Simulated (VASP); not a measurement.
Wanted: the native input for a VASP 6.6.1 run.

| Property | Result |
| --- | --- |
| Task | single point |
| Functional | PBE |
| Potentials or basis | VASP PAW PBE potentials, release 64 (Ta_pv, Si, O, F) |
| Cutoff | 520 eV |
| k mesh | 6 × 6 × 4 |
| Occupations | gaussian, width 0.1 eV |
| Spin | collinear spin |
| Starting moments | [1.0, 1.0, 0.0, 0.0, 0.0, 0.0] μB |
| Dipole correction | no |
| Further INCAR settings | ALGO = Normal; EDIFF = 1e-07; NBANDS = 36 |

The structure of Ta2SiOF2 lies in POSCAR:

```
Ta2SiOF2
1.0
    4.7351764905      0.0000000000      0.0000000000
    0.0000000000      4.7351764905      0.0000000000
    0.0000000000      0.0000000000      4.1428600998
Ta Si O F
2 1 1 2
Direct
    0.5000000000      0.0000000000      0.9996325668
    0.0000000000      0.5000000000      0.0003674332
    0.5000000000      0.5000000000      0.0000000000
    0.0000000000      0.0000000000      0.0000000000
    0.5000000000      0.0000000000      0.4997878604
    0.0000000000      0.5000000000      0.5002121396
```

The cell was generated, and may not be a known phase.

One way to write it, as run:

INCAR

```
PREC = Accurate
ENCUT = 520
EDIFF = 1E-7
ISMEAR = 0
SIGMA = 0.1
LREAL = False
LASPH = True
NELM = 150
ALGO = Normal
ISIF = 2
LWAVE = False
LCHARG = False
ISPIN = 2
MAGMOM = 1 1 0 0 0 0
LORBIT = 11
LMAXMIX = 4
GGA = PE
NBANDS = 36
```

KPOINTS

```
Automatic mesh
0
Gamma
  6 6 4
```

Potentials or basis: VASP PAW PBE potentials, release 64 (Ta_pv, Si, O, F).

The run is started by

```bash
$ cat potpaw_PBE.64/Ta_pv/POTCAR potpaw_PBE.64/Si/POTCAR potpaw_PBE.64/O/POTCAR potpaw_PBE.64/F/POTCAR > POTCAR
$ mpirun -np 1 vasp_std > vasp.out
```

It gave:

- Pressure: 0.0 GPa
- Band gap on the k mesh: zero (filled and empty bands overlap)
- Net moment: 0.00 μB per cell
- Valence electrons inside the program's atomic spheres: Ta 8.72; Si 1.90; O 4.90; F 6.11

Caveat: the k points lie up to 0.38 Å⁻¹ apart, too coarse for converged energies and pressures of a metal; spin-orbit coupling is left out, which moves the levels of the heavy elements.

It took 110 s on 1 thread of AMD EPYC 9R45 96-Core Processor (Zen 5) (shared host), peak memory 0.3 GiB.
